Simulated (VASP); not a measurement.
Runs of VASP 6.6.1 on In. The structure is that of space group Im-3m (No. 229), or close to it. The cells are those of the table. 

| task | cell | k mesh | cutoff (eV) | gap on the mesh (eV) | pressure (GPa) |
| --- | --- | --- | --- | --- | --- |
| single point | a = 3.391 Å, angles 109.5°, 1 atom | 13 × 13 × 13 | 520 | none | -2.2 |
| single point | a = 3.261 Å, angles 109.5°, 1 atom | 13 × 13 × 13 | 520 | none | 1.5 |
| single point | a = 3.305 Å, angles 109.5°, 1 atom | 19 × 19 × 19 | 520 | none | -0.1 |
| single point | a = 3.305 Å, angles 109.5°, 1 atom | 12 × 12 × 12 | 520 | none | 0.0 |
| single point | a = 3.167 Å, angles 109.5°, 1 atom | 13 × 13 × 13 | 520 | none | 6.0 |
| single point | a = 3.305 Å, angles 109.5°, 1 atom | 13 × 13 × 13 | 520 | none | -0.1 |
| relaxation of cell and atoms | relaxed from a = 3.238 Å, angles 109.5°, 1 atom | 12 × 12 × 12 | 600 | none | 0.0 |
| single point | a = 3.215 Å, angles 109.5°, 1 atom | 13 × 13 × 13 | 520 | none | (a) |

Alike in all rows: level PBE; potentials or basis VASP PAW PBE potentials, release 64 (In_d); no spin polarisation; smearing fermi-dirac 0.1 eV.

Task: Fill in the values left out.

Result: (a) 3.5.

Caveats: spin-orbit coupling is left out, which moves the levels of the heavy elements.

A k mesh can miss the band edges, and the runs leave out spin-orbit coupling on In.

A gap of «none» marks levels without a gap at the run's occupations.
